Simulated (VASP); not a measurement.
# PtS2 (P-3m1) in VASP: further runs

Runs on PtS2. Level: PBE+D3(BJ). Tasks: relaxation of shape and atoms at fixed volume, relaxation of cell and atoms.

Program: VASP 6.6.1. These are calculated values, not measurements. Logs are shortened: lines on timing, memory, paths and dates and some standing lists are left out, and cuts for length are marked.

**1. The cell of the first run**

It takes space group P-3m1 (No. 164, trigonal). Conventional cell: a = 3.547 Å, b = 3.547 Å, c = 4.617 Å, α = 90.00°, β = 90.00°, γ = 120.00°. Pt (site symmetry -3m) has 6 S at 2.37 Å within 3.1 Å. S (site symmetry 3m) has 3 Pt at 2.37 Å and 6 S at 3.03 to 3.15 Å within 3.2 Å.

**2. Relaxation of shape and atoms at fixed volume, PBE+D3(BJ) (16.77 Å³/atom)**

The input, INCAR:

```
ALGO     = Normal         # electronic algorithm
EDIFF    = 1E-6           # SCF threshold, eV
EDIFFG   = -0.01          # ionic threshold
ENCUT    = 600            # plane-wave cutoff, eV
GGA      = PE             # functional
IBRION   = 2              # ionic algorithm
ISIF     = 4              # what is computed and relaxed
ISMEAR   = 0              # smearing method
IVDW     = 12             # dispersion correction
LASPH    = True           # aspherical terms in the spheres
LCHARG   = False          # write CHGCAR
LREAL    = False          # projectors in reciprocal space
LWAVE    = False          # write WAVECAR
NELM     = 80             # most SCF steps
NSW      = 50             # ionic steps
PREC     = Accurate       # precision mode
SIGMA    = 0.01           # smearing width, eV
```

The input, KPOINTS:

```
k-points
0
Gamma
  12 12 8
```

The input, POSCAR:

```
PtS2
1.0
    3.5468703409      0.0000000000      0.0000000000
   -1.7734351704      3.0716798191      0.0000000000
    0.0000000000      0.0000000000      4.6168784555
Pt S
1 2
Direct
    0.0000000000      0.0000000000      0.0000000000
    0.3333333333      0.6666666667      0.2586282048
    0.6666666667      0.3333333333      0.7413717952
```

Potentials or basis: VASP PAW PBE potentials, release 64 (Pt, S).

The run is started by

```bash
$ cat potpaw_PBE.64/Pt/POTCAR potpaw_PBE.64/S/POTCAR > POTCAR
$ mpirun -np 1 vasp_std > vasp.out
```

OUTCAR:

```text
EDIFF = 1E-6
   EDIFFG = -0.01
   ENCUT = 600
   GGA = PE
   IBRION = 2
   ISIF = 4
   ISMEAR = 0
   IVDW = 12
   LASPH = True
   LREAL = False
   NELM = 80
   NSW = 50
   PREC = Accurate
 IVDW          = 12

 ion  position               nearest neighbor table
   1  0.000  0.000  0.000-   2 2.37   3 2.37   2 2.37   3 2.37   3 2.37   2 2.37
   2  0.333  0.667  0.259-   1 2.37   1 2.37   1 2.37
   3  0.667  0.333  0.741-   1 2.37   1 2.37   1 2.37

  LATTYP: Found a hexagonal cell.
 ALAT       =     3.5468703409
 C/A-ratio  =     1.3016766929

  Lattice vectors:

 A1 = (   3.5468703409,   0.0000000000,   0.0000000000)
 A2 = (  -1.7734351704,   3.0716798191,   0.0000000000)
 A3 = (   0.0000000000,   0.0000000000,   4.6168784555)

Analysis of symmetry for initial positions (statically):
=====================================================================
 Subroutine PRICEL returns:
 Original cell was already a primitive cell.

 Routine SETGRP: Setting up the symmetry group for a
 hexagonal supercell.

 Subroutine GETGRP returns: Found 12 space group operations
 (whereof 12 operations were pure point group operations)
 out of a pool of 24 trial point group operations.

The static configuration has the point symmetry D_3d.

Analysis of symmetry for dynamics (positions and initial velocities):
=====================================================================
 Subroutine PRICEL returns:
 Original cell was already a primitive cell.

 Routine SETGRP: Setting up the symmetry group for a
 hexagonal supercell.

 Subroutine GETGRP returns: Found 12 space group operations
 (whereof 12 operations were pure point group operations)
 out of a pool of 24 trial point group operations.

The dynamic configuration has the point symmetry D_3d.

 Subroutine INISYM returns: Found 12 space group operations
 (whereof 12 operations are pure point group operations),
 and found     1 'primitive' translations

----------------------------------------------------------------------------------------

                                     Primitive cell

  volume of cell :      50.3002

  direct lattice vectors                    reciprocal lattice vectors
     3.546870341  0.000000000  0.000000000     0.281938696  0.162777382  0.000000000
    -1.773435170  3.071679819  0.000000000     0.000000000  0.325554764  0.000000000
     0.000000000  0.000000000  4.616878456     0.000000000  0.000000000  0.216596562

  length of vectors
     3.546870341  3.546870341  4.616878456     0.325554764  0.325554764  0.216596562

  position of ions in fractional coordinates (direct lattice)
     0.000000000  0.000000000  0.000000000
     0.333333333  0.666666667  0.258628205
     0.666666667  0.333333333  0.741371795

  ion indices of the primitive-cell ions
   primitive index   ion index
                 1           1
                 2           2
                 3           3

----------------------------------------------------------------------------------------

 KPOINTS: k-points

Automatic generation of k-mesh.
 Grid dimensions read from file:
 generate k-points for:   12   12    8

 Generating k-lattice:

  Cartesian coordinates                     Fractional coordinates (reciprocal lattice)
     0.023494891  0.013564782  0.000000000     0.083333333  0.000000000  0.000000000
     0.000000000  0.027129564  0.000000000     0.000000000  0.083333333  0.000000000
     0.000000000  0.000000000  0.027074570     0.000000000  0.000000000  0.125000000

  Length of vectors
     0.027129564  0.027129564  0.027074570

  Shift w.r.t. Gamma in fractional coordinates (k-lattice)
     0.000000000  0.000000000  0.000000000

 Subroutine IBZKPT returns following result:
 ===========================================

 Found    131 irreducible k-points:

 Following reciprocal coordinates:
            Coordinates               Weight
  0.000000  0.000000  0.000000      1.000000
  0.083333  0.000000  0.000000      6.000000
  0.166667  0.000000  0.000000      6.000000
  0.250000 -0.000000  0.000000      6.000000
  0.333333 -0.000000  0.000000      6.000000
  0.416667 -0.000000  0.000000      6.000000
[... 16 lines left out ...]
  0.166667  0.000000  0.125000      6.000000
  0.000000  0.166667  0.125000      6.000000
 [... further k-points ...]
   k-points           NKPTS =    131   k-points in BZ     NKDIM =    131   number of bands    NBANDS=     15
   number of dos      NEDOS =    301   number of ions     NIONS =      3
   total plane-waves  NPLWV =  31360
   dimension x,y,z NGX =    28 NGY =   28 NGZ =   40
   dimension x,y,z NGXF=    56 NGYF=   56 NGZF=   80
   ions per type =               1   2
   NGX,Y,Z   is equivalent  to a cutoff of  13.12, 13.12, 14.40 a.u.
   NGXF,Y,Z  is equivalent  to a cutoff of  26.25, 26.25, 28.81 a.u.
 SYSTEM =  unknown system
   PREC   = accura    normal or accurate (medium, high low for compatibility)
   ISTART =      0    job   : 0-new  1-cont  2-samecut
   ICHARG =      2    charge: 1-file 2-atom 10-const
   ISPIN  =      1    spin polarized calculation?
   LNONCOLLINEAR =      F non collinear calculations
   LSORBIT =      F    spin-orbit coupling
   LASPH  =      T    aspherical Exc in radial PAW
   ENCUT  =  600.0 eV  44.10 Ry    6.64 a.u.   7.08  7.08  9.22*2*pi/ulx,y,z
   NELM   =     80;   NELMIN=  2; NELMDL= -5     # of ELM steps
   EDIFF  = 0.1E-05   stopping-criterion for ELM
   LREAL  =      F    real-space projection
   EDIFFG = -.1E-01   stopping-criterion for IOM
   NSW    =     50    number of steps for IOM
   IBRION =      2    ionic relax: 0-MD 1-quasi-New 2-CG
   NFREE  =      1    steps in history (QN), initial steepest desc. (CG)
   ISIF   =      4    stress and relaxation
   ISYM   =      2    0-nonsym 1-usesym 2-fastsym
   POTIM  = 0.5000    time-step for ionic-motion
   TEBEG  =    0.0;   TEEND  =   0.0 temperature during run
   PSTRESS=    0.0 pullay stress
   NELECT =      22.0000    total number of electrons
   NUPDOWN=      -1.0000    fix difference up-down
   EMIN   =  10.00;   EMAX   =-10.00  energy-range for DOS
   EFERMI =   0.00;   METHOD = LEGACY
   ISMEAR =     0;   SIGMA  =   0.01  broadening in eV -4-tet -1-fermi 0-gaus
   EFERMI_NEDOS =   21; number of points for ismear=-14 and -15
   IALGO  =     38    algorithm
   IMIX   =      4    mixing-type and parameters
     AMIX     =   0.40;   BMIX     =  1.00
     AMIX_MAG =   1.60;   BMIX_MAG =  1.00
  volume/ion in A,a.u.               =      16.77       113.15
  Fermi-wavevector in a.u.,A,eV,Ry     =   1.242680  2.348324 21.010831  1.544253
  Thomas-Fermi vector in A             =   2.377023
   LORBIT       =      0    0 simple, 1 ext, 2 COOP (PROOUT), +10 PAW based schemes
   GGA     = PE    functional components
   LHFCALC =     F    Hartree Fock is set to
   AEXX    =    0.0000 exact exchange contribution
   IVDW    =    12    specifies the selected vdW correction
   LEPSILON=     F    determine dielectric tensor
   LRPA    =     F    only Hartree local field effects (RPA)
 conjugate gradient relaxation of ions
 non-spin polarized calculation
 Gauss-broadening in eV      SIGMA  =   0.01
  energy-cutoff  :      600.00
  volume of cell :       50.30
 maximum number of plane-waves:      1695
   NGX = 15   NGY = 15   NGZ = 19

--------------------------------------- Ionic step        1  -------------------------------------------

 number of electron      21.9999999 magnetization

 Free energy of the ion-electron system (eV)
  ---------------------------------------------------
  ext. energy  EPLUGINS =         0.00000000
  ---------------------------------------------------
  free energy    TOTEN  =       -15.25486746 eV

  energy without entropy =      -15.25486746  energy(sigma->0) =      -15.25486746

------------------------ aborting loop because EDIFF is reached ----------------------------------------

 Edisp (eV)   -1.39683

 E8    (eV) :    -0.5607

  FORCE on cell =-STRESS in cart. coord.  units (eV):
  Direction    XX          YY          ZZ          XY          YZ          ZX
  --------------------------------------------------------------------------------------
  -------------------------------------------------------------------------------------
  Total       1.57556     1.57556     1.02507     0.00000     0.00000     0.00000
  in kB      50.18526    50.18526    32.65086     0.00000     0.00000     0.00000
  external pressure =       44.34 kB  Pullay stress =        0.00 kB
[... 186 lines left out ...]
  energy  without entropy=      -16.6644395148  energy(sigma->0) =      -16.66444872

--------------------------------------- Ionic step        6  -------------------------------------------

 number of electron      21.9999999 magnetization

 Free energy of the ion-electron system (eV)
  ---------------------------------------------------
  ext. energy  EPLUGINS =         0.00000000
  ---------------------------------------------------
  free energy    TOTEN  =       -15.26589462 eV

  energy without entropy =      -15.26587622  energy(sigma->0) =      -15.26588542

 E-fermi :   8.4508     XC(G=0): -11.2275

 val. band max:        8.2796846687   @ k =   0.0000   0.0833   0.1250
 cond. band min:       8.4576038416   @ k =   0.1667   0.1667   0.5000
 fundamental gap:      0.1779191729
 Fermi energy:         8.4507631372

 k-point     1 :       0.0000    0.0000    0.0000
  band No.  band energies     occupation
      1      -7.7676      2.00000
      2      -4.0763      2.00000
      3       0.5867      2.00000
      4       1.2148      2.00000
      5       1.2148      2.00000
      6       4.1097      2.00000
      7       4.1097      2.00000
      8       5.8777      2.00000
      9       6.7777      2.00000
     10       6.7777      2.00000
     11       8.5747      0.00000
     12       9.4106      0.00000
     13       9.4106      0.00000
     14      11.8095      0.00000
     15      13.5130      0.00000
[... 397 lines left out ...]
 k-point    24 :       0.0000    0.1667    0.1250
  band No.  band energies     occupation
      1      -7.3489      2.00000
      2      -4.4967      2.00000
      3       0.8691      2.00000
      4       1.4006      2.00000
      5       1.9381      2.00000
      6       3.3455      2.00000
      7       3.9277      2.00000
      8       5.0524      2.00000
      9       6.3051      2.00000
     10       6.7662      2.00000
     11       8.1045      2.00000
     12       9.1492      0.00000
     13       9.5507      0.00000
     14      13.1725      0.00000
     15      14.0462      0.00000

 [... further k-points ...]

------------------------ aborting loop because EDIFF is reached ----------------------------------------

 Edisp (eV)   -1.39864

 E8    (eV) :    -0.5618

  FORCE on cell =-STRESS in cart. coord.  units (eV):
  Direction    XX          YY          ZZ          XY          YZ          ZX
  --------------------------------------------------------------------------------------
  -------------------------------------------------------------------------------------
  Total       0.44547     0.44547     0.43620     0.00000     0.00000     0.00000
  in kB      14.18935    14.18935    13.89412     0.00000     0.00000     0.00000
  external pressure =       14.09 kB  Pullay stress =        0.00 kB
[... 18 lines left out ...]
  FREE ENERGIE OF THE ION-ELECTRON SYSTEM (eV)
  ---------------------------------------------------
  free  energy   TOTEN  =       -16.6645382793 eV

  energy  without entropy=      -16.6645198761  energy(sigma->0) =      -16.66452908

 reached required accuracy - stopping structural energy minimisation
```

Run time: 7.8 min. Hardware: 1 thread of Intel Xeon 8259CL, shared host; peak memory 0.29 GiB.

What came out:

- Free energy: -16.6645 eV
- Energy gained by relaxing: 4.3 meV/atom
- Ionic steps: 6
- Pressure after relaxing: 1.4 GPa
- Band gap on the k mesh: zero (bands 11 and 12 overlap by 0.12 eV)
- Dispersion energy per atom: -0.466 eV

Forces in eV/Å, atoms in the order of the input:
```
Pt   0.000  0.000  0.000
S    0.000  0.000 -0.002
S    0.000  0.000  0.002
```

Step by step:
```
step  energy change (eV)  largest force (eV/Å)  pressure (GPa)  volume (Å³)
   1              0.0000                0.3305            4.43        50.30
   2             -0.0098                0.1236            2.80        50.30
   3             -0.0122                0.0704            1.31        50.30
   4             -0.0122                0.0387            1.54        50.30
   5             -0.0128                0.0154            1.44        50.30
   6             -0.0128                0.0024            1.41        50.30
```

Final structure:
```
Pt S
1.0
     3.57382    0.00000    0.00000
    -1.78691    3.09502    0.00000
     0.00000    0.00000    4.54752
Pt S
1 2
Direct
  0.00000 0.00000 0.00000
  0.33333 0.66667 0.26440
  0.66667 0.33333 0.73560
```

Levels at points of the mesh, in eV from the Fermi level:
| k point | band 8 | band 9 | band 10 | band 11 | band 12 | band 13 | band 14 | band 15 |
| --- | --- | --- | --- | --- | --- | --- | --- | --- |
| (0.00, 0.00, 0.00) | -2.57 | -1.67 | -1.67 | 0.12 | 0.96 | 0.96 | 3.36 | 5.06 |
| (0.50, 0.00, 0.00) | -4.21 | -3.69 | -3.60 | -3.07 | 0.65 | 2.36 | 5.34 | 6.35 |
| (0.00, 0.00, 0.50) | -3.40 | -2.33 | -2.33 | -1.60 | 2.27 | 2.27 | 5.32 | 6.67 |
| (0.50, 0.00, 0.50) | -3.72 | -3.34 | -3.23 | -1.54 | 0.57 | 1.62 | 4.78 | 5.22 |

Caveat: spin-orbit coupling is left out, which moves the levels of the heavy elements.

**3. Relaxation of cell and atoms, PBE+D3(BJ)**

This run uses another cell than the first one, of 17.58 Å³/atom.

The input, INCAR:

```
PREC     = Accurate       # precision mode
ENCUT    = 600            # plane-wave cutoff, eV
EDIFF    = 1E-6           # SCF threshold, eV
ISMEAR   = 0              # smearing method
SIGMA    = 0.01           # smearing width, eV
LREAL    = False          # projectors in reciprocal space
LASPH    = True           # aspherical terms in the spheres
NELM     = 60             # most SCF steps
ALGO     = Normal         # electronic algorithm
ISIF     = 3              # what is computed and relaxed
LWAVE    = False          # write WAVECAR
LCHARG   = False          # write CHGCAR
GGA      = PE             # functional
IVDW     = 12             # dispersion correction
IBRION   = 2              # ionic algorithm
NSW      = 100            # ionic steps
EDIFFG   = -0.005         # ionic threshold
```

The input, KPOINTS:

```
Automatic mesh
0
Gamma
  12 12 8
```

The input, POSCAR:

```
PtS2
1.0
    3.5779759506      0.0000000000      0.0000000000
   -1.7889879753      3.0986180673      0.0000000000
    0.0000000000      0.0000000000      4.7577695323
Pt S
1 2
Direct
    0.0000000000      0.0000000000      0.0000000000
    0.3333333333      0.6666666667      0.2546080475
    0.6666666667      0.3333333333      0.7453919525
```

Potentials or basis: VASP PAW PBE potentials, release 64 (Pt, S).

The run is started by

```bash
$ cat potpaw_PBE.64/Pt/POTCAR potpaw_PBE.64/S/POTCAR > POTCAR
$ mpirun -np 1 vasp_std > vasp.out
```

Run time: 17 min. Hardware: 1 thread of Intel Xeon 8259CL, shared host; peak memory 0.3 GiB.

It converged, with:

```yaml
Free_energy: -16.6712 eV
Relaxed_volume: 17.29 Å³/atom
Relaxed_cell: a = 3.579 Å, b = 3.579 Å, c = 4.676 Å, α = 90.00°, β = 90.00°, γ = 120.00°
Space_group_after_relaxing_to_0.1_Å: P-3m1 (No. 164)
Energy_gained_by_relaxing: 0.6 meV/atom
Ionic_steps: 11
Pressure_after_relaxing: 0.0 GPa
Band_gap_on_the_k_mesh: 0.10 eV (least direct gap 0.70 eV)
Dispersion_energy_per_atom: -0.451 eV
```

Step by step:
```tsv
step	energy change (eV)	largest force (eV/Å)	pressure (GPa)	volume (Å³)
1	0.0000	0.0326	-0.68	52.75
2	0.0005	0.1193	1.00	52.18
3	-0.0005	0.0298	0.01	52.51
4	-0.0008	0.0320	0.02	52.46
5	-0.0013	0.0392	-0.01	52.28
6	-0.0013	0.0536	-0.03	51.94
7	-0.0015	0.0480	0.00	52.09
8	-0.0017	0.0114	-0.16	52.02
9	-0.0017	0.0075	-0.23	51.98
10	-0.0018	0.0052	0.17	51.78
11	-0.0018	0.0007	0.00	51.86
```

Final structure:
```yaml
crystal:
  lattice:
    - [3.57878, 0.00000, 0.00000]
    - [-1.78939, 3.09931, 0.00000]
    - [0.00000, 0.00000, 4.67556]
  atoms:
    - { symbol: Pt, position: [0.00000, 0.00000, 0.00000] }
    - { symbol: S, position: [0.33333, 0.66667, 0.25785] }
    - { symbol: S, position: [0.66667, 0.33333, 0.74215] }
```

Levels at points of the mesh, in eV from the valence-band top:
| k point | band 8 | band 9 | band 10 | band 11 | band 12 | band 13 | band 14 | band 15 |
| --- | --- | --- | --- | --- | --- | --- | --- | --- |
| (0.00, 0.00, 0.00) | -2.52 | -1.62 | -1.62 | 0.00 | 1.16 | 1.16 | 3.62 | 5.01 |
| (0.50, 0.00, 0.00) | -4.07 | -3.62 | -3.53 | -2.99 | 0.75 | 2.27 | 5.22 | 6.26 |
| (0.00, 0.00, 0.50) | -3.30 | -2.14 | -2.14 | -1.56 | 2.23 | 2.23 | 5.26 | 6.81 |
| (0.50, 0.00, 0.50) | -3.65 | -3.28 | -3.22 | -1.58 | 0.77 | 1.62 | 4.85 | 5.05 |

Caveat: spin-orbit coupling is left out, which moves the levels of the heavy elements. A k mesh can miss the band edges.
